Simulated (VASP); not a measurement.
## Ni: single point with LDA

The system is Ni.

```xyz
1
Lattice="2.1657 0.0000 0.0000 0.0000 2.1657 0.0000 0.0000 0.0000 2.1657" Properties=species:S:1:pos:R:3 pbc="T T T"
Ni    0.0000    0.0000    0.0000
```

This isn't the form of Ni at room conditions, which is fcc.

| Property | Result |
| --- | --- |
| Program | VASP 6.6.1 |
| Task | single point |
| Functional | LDA |
| Potentials or basis | VASP PAW LDA potentials, release 64 (Ni_sv_GW) |
| Cutoff | 690 eV |
| k mesh | 23 × 23 × 23 |
| Occupations | fermi-dirac, width 0.05 eV |
| Spin | collinear spin, ferromagnetic start |
| Starting moments | [0.463] μB |

```
Pressure                                              : 32.1 GPa
Net moment                                            : 0.30 μB per cell
Site moments                                          : Ni +0.30 μB
Valence electrons inside the program's atomic spheres : Ni 16.55
```

Levels at points of the mesh, in eV from the Fermi level:
Spin up:
```csv
k point,band 7,band 8,band 9,band 10,band 11,band 12
"(0.00, 0.00, 0.00)",-4.63,-0.06,-0.06,-0.06,22.01,22.01
```
Spin down:
```tsv
k point	band 5	band 6	band 7	band 8	band 9	band 10	band 11	band 12	band 13	band 14
(0.00, 0.00, 0.00)	-9.42	-4.41	-4.41	0.29	0.29	0.29	22.07	22.07	22.07	26.35
```

Run time: 4.8 min on 1 thread of Intel(R) Xeon(R) Platinum 8259CL CPU @ 2.50GHz (Skylake/Cascade Lake), on a shared host, peak memory 0.28 GiB.

Caveat: the cell stands under pressure.
